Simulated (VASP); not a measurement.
Input of a VASP 6.6.1 run:

Contents of INCAR:

```
PREC = Accurate
ENCUT = 520
EDIFF = 1E-7
ISMEAR = 0
SIGMA = 0.15
LREAL = F
LASPH = T
NELM = 150
ALGO = Fast
ISIF = 2
LWAVE = F
LCHARG = T
ISPIN = 2
MAGMOM = 0.6
LORBIT = 11
LMAXMIX = 4
GGA = PS
LELF = T
LVHAR = T
NBANDS = 15
```

The input KPOINTS:

```
Automatic mesh
0
Gamma
  22 22 22
```

Contents of POSCAR:

```
Ni
1.0
   -1.4098301952      1.3776617923      1.4098301952
    1.3454933894     -1.3776617923      1.3454933894
    1.4098301952      1.3776617923     -1.4098301952
Ni
1
Direct
    0.0000000000      0.0000000000      0.0000000000
```

Potentials or basis: VASP PAW PBE potentials, release 64 (Ni).

The run is started by

```bash
$ cat potpaw_PBE.64/Ni/POTCAR > POTCAR
$ mpirun -np 1 vasp_std > vasp.out
```

(1) Predict the site moments.

(2) Estimate the pressure.

Results:

(1) Ni +0.50 μB.

(2) 0.5 GPa.

Caveat: the cell differs from its parent crystal (engineering shear strain xz -0.0467, engineering shear strain yz +0.0000); the PAW data sets were made with another functional, which shifts forces and pressure a little.
